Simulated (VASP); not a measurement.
A run of VASP 6.6.1:

File INCAR:

```
PREC = Accurate
ENCUT = 500
EDIFF = 1E-6
ISMEAR = 0
SIGMA = 0.01
LREAL = Auto
LASPH = T
NELM = 120
ALGO = Normal
ISIF = 2
LWAVE = F
LCHARG = T
GGA = CA
LELF = T
LVHAR = T
NBANDS = 182
GGA_COMPAT = F
```

Contents of KPOINTS:

```
Automatic mesh
0
Gamma
  1 1 1
  0.25 0.25 0.25
```

File POSCAR:

```
SnSe
1.0
   11.8119576360      0.0000000000      0.0000000000
    0.0000000000      8.4159686960      0.0000000000
    0.0000000000      0.0000000000      9.1172328878
Sn Se
16 16
Direct
    0.6218611138      0.3750000000      0.1924946954
    0.8781388862      0.1250000000      0.4424946954
    0.3781388862      0.1250000000      0.3075053046
    0.1218611138      0.3750000000      0.0575053046
    0.6218611138      0.3750000000      0.6924946954
    0.8781388862      0.1250000000      0.9424946954
    0.3781388862      0.1250000000      0.8075053046
    0.1218611138      0.3750000000      0.5575053046
    0.6218611138      0.8750000000      0.1924946954
    0.8781388862      0.6250000000      0.4424946954
    0.3781388862      0.6250000000      0.3075053046
    0.1218611138      0.8750000000      0.0575053046
    0.6218611138      0.8750000000      0.6924946954
    0.8781388862      0.6250000000      0.9424946954
    0.3781388862      0.6250000000      0.8075053046
    0.1218611138      0.8750000000      0.5575053046
    0.1451485668      0.1250000000      0.2619383652
    0.6451485668      0.1250000000      0.4880616348
    0.3548514332      0.3750000000      0.0119383652
    0.8548514332      0.3750000000      0.2380616348
    0.1451485668      0.1250000000      0.7619383652
    0.6451485668      0.1250000000      0.9880616348
    0.3548514332      0.3750000000      0.5119383652
    0.8548514332      0.3750000000      0.7380616348
    0.1451485668      0.6250000000      0.2619383652
    0.6451485668      0.6250000000      0.4880616348
    0.3548514332      0.8750000000      0.0119383652
    0.8548514332      0.8750000000      0.2380616348
    0.1451485668      0.6250000000      0.7619383652
    0.6451485668      0.6250000000      0.9880616348
    0.3548514332      0.8750000000      0.5119383652
    0.8548514332      0.8750000000      0.7380616348
```

Potentials or basis: VASP PAW LDA potentials, release 64 (Sn_d, Se).

The run is started by

```bash
$ cat potpaw_LDA.64/Sn_d/POTCAR potpaw_LDA.64/Se/POTCAR > POTCAR
$ mpirun -np 1 vasp_std > vasp.out
```

Hardware: 1 thread of Oxide Virtual Turin-like Processor, on a shared host.

Task: How long does it take, and how much memory?

Result: Run time: 8.9 min on 1 thread of Oxide Virtual Turin-like Processor (shared host), peak memory 0.59 GiB. Counts: scf iterations 15, k points 1.
